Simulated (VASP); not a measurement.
# MgO (F-43m) in VASP: a series of runs

The runs below take MgO through single point, with HSE06, PBE-based screened hybrid.

Program: VASP 6.6.1. These are calculated values, not measurements. Logs are shortened: lines on timing, memory, paths and dates and some standing lists are left out, and cuts for length are marked.

## (1) The cell of the first run

Symmetry: F-43m, No. 216, cubic system. The conventional cell has a = 4.564 Å, b = 4.564 Å, c = 4.564 Å, α = 90.00°, β = 90.00°, γ = 90.00°. Mg (site symmetry -43m) has 4 O at 1.98 Å within 2.6 Å. Within 2.6 Å of O (site symmetry -43m) lie 4 Mg at 1.98 Å.

## (2) Single point, HSE06

Input file POSCAR:

```
MgO
1.0
    0.0000000000      2.2820056624      2.2820056624
    2.2820056624      0.0000000000      2.2820056624
    2.2820056624      2.2820056624      0.0000000000
Mg O
1 1
Direct
    0.0000000000      0.0000000000      0.0000000000
    0.2500000000      0.2500000000      0.2500000000
```

Input file INCAR.step1:

```
PREC = Accurate
ENCUT = 520
EDIFF = 1E-5
ISMEAR = 0
SIGMA = 0.01
LREAL = False
LASPH = True
NELM = 60
ALGO = Normal
ISIF = 2
LWAVE = True
LCHARG = False
NBANDS = 11
GGA = PE
```

Input file INCAR.step2:

```
PREC = Accurate
ENCUT = 520
EDIFF = 1E-7
ISMEAR = 0
SIGMA = 0.01
LREAL = False
LASPH = True
NELM = 60
ALGO = Normal
ISIF = 2
LWAVE = False
LCHARG = False
GGA = PE
LHFCALC = True
HFSCREEN = 0.2079
PRECFOCK = Normal
NBANDS = 11
ISTART = 1
```

Input file KPOINTS:

```
regular mesh
0
Gamma
  4 4 4
```

Potentials or basis: VASP PAW PBE potentials, release 64 (Mg, O).

On the command line:

```sh
$ cat potpaw_PBE.64/Mg/POTCAR potpaw_PBE.64/O/POTCAR > POTCAR
$ cp INCAR.step1 INCAR
$ mpirun -np 1 vasp_std > vasp.out
$ cp INCAR.step2 INCAR
$ mpirun -np 1 vasp_std > vasp.out
```

OUTCAR:

```text
PREC = Accurate
   ENCUT = 520
   EDIFF = 1E-7
   ISMEAR = 0
   LREAL = False
   LASPH = True
   NELM = 60
   ISIF = 2
   GGA = PE
   LHFCALC = True
   HFSCREEN = 0.2079
   PRECFOCK = Normal
   ISTART = 1

 ion  position               nearest neighbor table
   1  0.000  0.000  0.000-   2 1.98   2 1.98   2 1.98   2 1.98
   2  0.250  0.250  0.250-   1 1.98   1 1.98   1 1.98   1 1.98

  LATTYP: Found a face centered cubic cell.
 ALAT       =     4.5640113248

  Lattice vectors:

 A1 = (   0.0000000000,   2.2820056624,   2.2820056624)
 A2 = (   2.2820056624,   0.0000000000,   2.2820056624)
 A3 = (   2.2820056624,   2.2820056624,   0.0000000000)

Analysis of symmetry for initial positions (statically):
=====================================================================
 Subroutine PRICEL returns:
 Original cell was already a primitive cell.

 Routine SETGRP: Setting up the symmetry group for a
 face centered cubic supercell.

 Subroutine GETGRP returns: Found 24 space group operations
 (whereof 24 operations were pure point group operations)
 out of a pool of 48 trial point group operations.

The static configuration has the point symmetry T_d .

Analysis of symmetry for dynamics (positions and initial velocities):
=====================================================================
 Subroutine PRICEL returns:
 Original cell was already a primitive cell.

 Routine SETGRP: Setting up the symmetry group for a
 face centered cubic supercell.

 Subroutine GETGRP returns: Found 24 space group operations
 (whereof 24 operations were pure point group operations)
 out of a pool of 48 trial point group operations.

The dynamic configuration has the point symmetry T_d .

 Subroutine INISYM returns: Found 24 space group operations
 (whereof 24 operations are pure point group operations),
 and found     1 'primitive' translations

----------------------------------------------------------------------------------------

                                     Primitive cell

  volume of cell :      23.7673

  direct lattice vectors                    reciprocal lattice vectors
     0.000000000  2.282005662  2.282005662    -0.219105504  0.219105504  0.219105504
     2.282005662  0.000000000  2.282005662     0.219105504 -0.219105504  0.219105504
     2.282005662  2.282005662  0.000000000     0.219105504  0.219105504 -0.219105504

  length of vectors
     3.227243357  3.227243357  3.227243357     0.379501865  0.379501865  0.379501865

  position of ions in fractional coordinates (direct lattice)
     0.000000000  0.000000000  0.000000000
     0.250000000  0.250000000  0.250000000

  ion indices of the primitive-cell ions
   primitive index   ion index
                 1           1
                 2           2

----------------------------------------------------------------------------------------

 KPOINTS: regular mesh

Automatic generation of k-mesh.
 Grid dimensions read from file:
 generate k-points for:    4    4    4

 Generating k-lattice:

  Cartesian coordinates                     Fractional coordinates (reciprocal lattice)
    -0.054776376  0.054776376  0.054776376     0.250000000  0.000000000  0.000000000
     0.054776376 -0.054776376  0.054776376     0.000000000  0.250000000  0.000000000
     0.054776376  0.054776376 -0.054776376     0.000000000  0.000000000  0.250000000

  Length of vectors
     0.094875466  0.094875466  0.094875466

  Shift w.r.t. Gamma in fractional coordinates (k-lattice)
     0.000000000  0.000000000  0.000000000

 Subroutine IBZKPT returns following result:
 ===========================================

 Found      8 irreducible k-points:

 Following reciprocal coordinates:
            Coordinates               Weight
  0.000000  0.000000  0.000000      1.000000
  0.250000  0.000000  0.000000      8.000000
  0.500000  0.000000  0.000000      4.000000
  0.250000  0.250000  0.000000      6.000000
  0.500000  0.250000  0.000000     24.000000
 -0.250000  0.250000  0.000000     12.000000
  0.500000  0.500000  0.000000      3.000000
 -0.250000  0.500000  0.250000      6.000000
   k-points           NKPTS =      8   k-points in BZ     NKDIM =     64   number of bands    NBANDS=     11
   number of dos      NEDOS =    301   number of ions     NIONS =      2
   total plane-waves  NPLWV =  13824
   dimension x,y,z NGX =    24 NGY =   24 NGZ =   24
   dimension x,y,z NGXF=    48 NGYF=   48 NGZF=   48
   ions per type =               1   1
   NGX,Y,Z   is equivalent  to a cutoff of  12.36, 12.36, 12.36 a.u.
   NGXF,Y,Z  is equivalent  to a cutoff of  24.73, 24.73, 24.73 a.u.
 SYSTEM =  unknown system
   PREC   = accura    normal or accurate (medium, high low for compatibility)
   ISTART =      1    job   : 0-new  1-cont  2-samecut
   ICHARG =      0    charge: 1-file 2-atom 10-const
   ISPIN  =      1    spin polarized calculation?
   LNONCOLLINEAR =      F non collinear calculations
   LSORBIT =      F    spin-orbit coupling
   LASPH  =      T    aspherical Exc in radial PAW
   ENCUT  =  520.0 eV  38.22 Ry    6.18 a.u.   6.00  6.00  6.00*2*pi/ulx,y,z
   NELM   =     60;   NELMIN=  2; NELMDL=  0     # of ELM steps
   EDIFF  = 0.1E-06   stopping-criterion for ELM
   LREAL  =      F    real-space projection
   EDIFFG = 0.1E-05   stopping-criterion for IOM
   NSW    =      0    number of steps for IOM
   IBRION =     -1    ionic relax: 0-MD 1-quasi-New 2-CG
   NFREE  =      0    steps in history (QN), initial steepest desc. (CG)
   ISIF   =      2    stress and relaxation
   ISYM   =      3    0-nonsym 1-usesym 2-fastsym
   POTIM  = 0.5000    time-step for ionic-motion
   TEBEG  =    0.0;   TEEND  =   0.0 temperature during run
   PSTRESS=    0.0 pullay stress
   NELECT =       8.0000    total number of electrons
   NUPDOWN=      -1.0000    fix difference up-down
   EMIN   =  10.00;   EMAX   =-10.00  energy-range for DOS
   EFERMI =   0.00;   METHOD = LEGACY
   ISMEAR =     0;   SIGMA  =   0.01  broadening in eV -4-tet -1-fermi 0-gaus
   EFERMI_NEDOS =   21; number of points for ismear=-14 and -15
   IALGO  =     38    algorithm
   IMIX   =      1    mixing-type and parameters
     AMIX     =   0.40;   BMIX     =  1.00
     AMIX_MAG =   1.60;   BMIX_MAG =  1.00
  volume/ion in A,a.u.               =      11.88        80.19
  Fermi-wavevector in a.u.,A,eV,Ry     =   1.138793  2.152007 17.644708  1.296849
  Thomas-Fermi vector in A             =   2.275497
   LORBIT       =      0    0 simple, 1 ext, 2 COOP (PROOUT), +10 PAW based schemes
   GGA     = PE    functional components
   LHFCALC =     T    Hartree Fock is set to
   PRECFOCK=normal    Normal, Fast or Accurate (Low or Medium for compatibility)
   ENCUT4O =  -1.0   cutoff for four orbital integrals eV
   NKREDX  =     1    reduce k-point grid by
   NKREDY  =     1    reduce k-point grid by
   NKREDZ  =     1    reduce k-point grid by
   AEXX    =    0.2500 exact exchange contribution
   HFSCREEN=    0.2079 screening length (either q_TF or 0.3 A-1)
   HFSCREENC=   0.2079 screening length for correlation (either q_TF or 0.3 A-1)
   ENCUTFOCK=  -1.0 apply spherical cutoff to Coloumb kernel
   IVDW    =     0    specifies the selected vdW correction
   LEPSILON=     F    determine dielectric tensor
   LRPA    =     F    only Hartree local field effects (RPA)
 non-spin polarized calculation
 Gauss-broadening in eV      SIGMA  =   0.01
  energy-cutoff  :      520.00
  volume of cell :       23.77
 maximum number of plane-waves:       648
  NGX = 20; NGY = 20; NGZ = 20

 number of electron       8.0000007 magnetization

 Free energy of the ion-electron system (eV)
  ---------------------------------------------------
  ext. energy  EPLUGINS =         0.00000000
  ---------------------------------------------------
  free energy    TOTEN  =       -13.93707379 eV

  energy without entropy =      -13.93707379  energy(sigma->0) =      -13.93707379

 E-fermi :  -0.3939     XC(G=0):  -8.0108

 val. band max:       -0.4495174473   @ k =   0.0000   0.0000   0.0000
 cond. band min:       4.8007350792   @ k =   0.0000   0.0000   0.0000
 fundamental gap:      5.2502525265
 Fermi energy:        -0.3938529571

 k-point     1 :       0.0000    0.0000    0.0000
  band No.  band energies     occupation
      1     -17.8227      2.00000
      2      -0.4495      2.00000
      3      -0.4495      2.00000
      4      -0.4495      2.00000
      5       4.8007      0.00000
      6      18.3582      0.00000
      7      18.3582      0.00000
      8      18.3582      0.00000
      9      21.9426      0.00000
     10      21.9426      0.00000
     11      22.0413      0.00000

 k-point     2 :       0.2500    0.0000    0.0000
  band No.  band energies     occupation
      1     -17.4854      2.00000
      2      -2.3489      2.00000
      3      -0.5552      2.00000
      4      -0.5552      2.00000
      5       7.2343      0.00000
      6      14.7057      0.00000
      7      17.3181      0.00000
      8      17.3181      0.00000
      9      20.8018      0.00000
     10      20.8420      0.00000
     11      20.8420      0.00000

 k-point     3 :       0.5000    0.0000    0.0000
  band No.  band energies     occupation
      1     -17.1195      2.00000
      2      -3.6671      2.00000
      3      -0.6577      2.00000
      4      -0.6577      2.00000
      5      10.1504      0.00000
      6      11.1578      0.00000
      7      16.0776      0.00000
      8      16.0776      0.00000
      9      21.2693      0.00000
     10      23.6086      0.00000
     11      23.6086      0.00000

 k-point     4 :       0.2500    0.2500    0.0000
  band No.  band energies     occupation
      1     -17.3786      2.00000
      2      -2.2393      2.00000
      3      -0.8705      2.00000
      4      -0.8705      2.00000
      5       7.5144      0.00000
      6      14.1726      0.00000
      7      16.1876      0.00000
      8      18.0813      0.00000
      9      18.0813      0.00000
     10      23.7456      0.00000
     11      25.0662      0.00000

 k-point     5 :       0.5000    0.2500    0.0000
  band No.  band energies     occupation
      1     -17.0200      2.00000
      2      -3.0206      2.00000
      3      -1.5364      2.00000
      4      -0.9714      2.00000
      5       9.0371      0.00000
      6      12.4238      0.00000
      7      15.1563      0.00000
      8      17.3066      0.00000
      9      19.5065      0.00000
     10      24.7446      0.00000
     11      26.0452      0.00000

 k-point     6 :      -0.2500    0.2500    0.0000
  band No.  band energies     occupation
      1     -17.1354      2.00000
      2      -2.8645      2.00000
      3      -1.6064      2.00000
      4      -0.6643      2.00000
      5       9.3664      0.00000
      6      12.5993      0.00000
      7      14.8826      0.00000
      8      16.8259      0.00000
      9      21.1927      0.00000
     10      22.3866      0.00000
     11      25.2416      0.00000

 k-point     7 :       0.5000    0.5000    0.0000
  band No.  band energies     occupation
      1     -16.9119      2.00000
      2      -3.1294      2.00000
      3      -1.2596      2.00000
      4      -1.2596      2.00000
      5       7.4455      0.00000
      6      12.9701      0.00000
      7      15.8395      0.00000
      8      18.4301      0.00000
      9      18.4301      0.00000
     10      23.8693      0.00000
     11      28.3872      0.00000

 k-point     8 :      -0.2500    0.5000    0.2500
  band No.  band energies     occupation
      1     -16.9049      2.00000
      2      -2.3495      2.00000
      3      -2.1837      2.00000
      4      -1.5553      2.00000
      5       8.9578      0.00000
      6      13.0697      0.00000
      7      15.4451      0.00000
      8      15.6371      0.00000
      9      22.0715      0.00000
     10      22.1936      0.00000
     11      26.4602      0.00000

------------------------ aborting loop because EDIFF is reached ----------------------------------------

  FORCE on cell =-STRESS in cart. coord.  units (eV):
  Direction    XX          YY          ZZ          XY          YZ          ZX
  --------------------------------------------------------------------------------------
  -------------------------------------------------------------------------------------
  Total       -0.0146134     -0.0146134     -0.0146134      0.0000000      0.0000000      0.0000000
  in kB       -0.9851019     -0.9851019     -0.9851019      0.0000000      0.0000000      0.0000000
  external PRESSURE =      -0.9851019 kB  Pullay stress =       0.0000000 kB

 VOLUME and BASIS-vectors are now :
 -----------------------------------------------------------------------------
  energy-cutoff  :      520.00
  volume of cell :       23.77
      direct lattice vectors                 reciprocal lattice vectors
     0.000000000  2.282005662  2.282005662    -0.219105504  0.219105504  0.219105504
     2.282005662  0.000000000  2.282005662     0.219105504 -0.219105504  0.219105504
     2.282005662  2.282005662  0.000000000     0.219105504  0.219105504 -0.219105504

 POSITION                                       TOTAL-FORCE (eV/Angst)
 -----------------------------------------------------------------------------------
      0.00000      0.00000      0.00000        -0.000000     -0.000000     -0.000000
      1.14100      1.14100      1.14100         0.000000      0.000000      0.000000
 -----------------------------------------------------------------------------------
    total drift:                                0.000002      0.000000      0.000001

  FREE ENERGIE OF THE ION-ELECTRON SYSTEM (eV)
  ---------------------------------------------------
  free  energy   TOTEN  =       -13.9370737871 eV

  energy  without entropy=      -13.9370737871  energy(sigma->0) =      -13.93707379
```

Run time: 1.7 min. Hardware: 1 thread of Intel Xeon Platinum 8259CL at 2.50GHz (Skylake/Cascade Lake), shared host; peak memory 0.25 GiB.

Results:

```yaml
Free_energy: -13.9371 eV
Pressure: -0.1 GPa
Band_gap_on_the_k_mesh: 5.25 eV, direct
```

Levels at points of the mesh, in eV from the valence-band top:
| k point | band 1 | band 2 | band 3 | band 4 | band 5 | band 6 | band 7 | band 8 |
| --- | --- | --- | --- | --- | --- | --- | --- | --- |
| (0.00, 0.00, 0.00) | -17.37 | 0.00 | 0.00 | 0.00 | 5.25 | 18.81 | 18.81 | 18.81 |
| (0.50, 0.00, 0.00) | -16.67 | -3.22 | -0.21 | -0.21 | 10.60 | 11.61 | 16.53 | 16.53 |
| (0.50, 0.50, 0.00) | -16.46 | -2.68 | -0.81 | -0.81 | 7.89 | 13.42 | 16.29 | 18.88 |

Caveat: the k points lie up to 0.60 Å⁻¹ apart; the PAW data sets were made with another functional, which shifts forces and pressure a little.

(Part 1 of 2 ends here.)
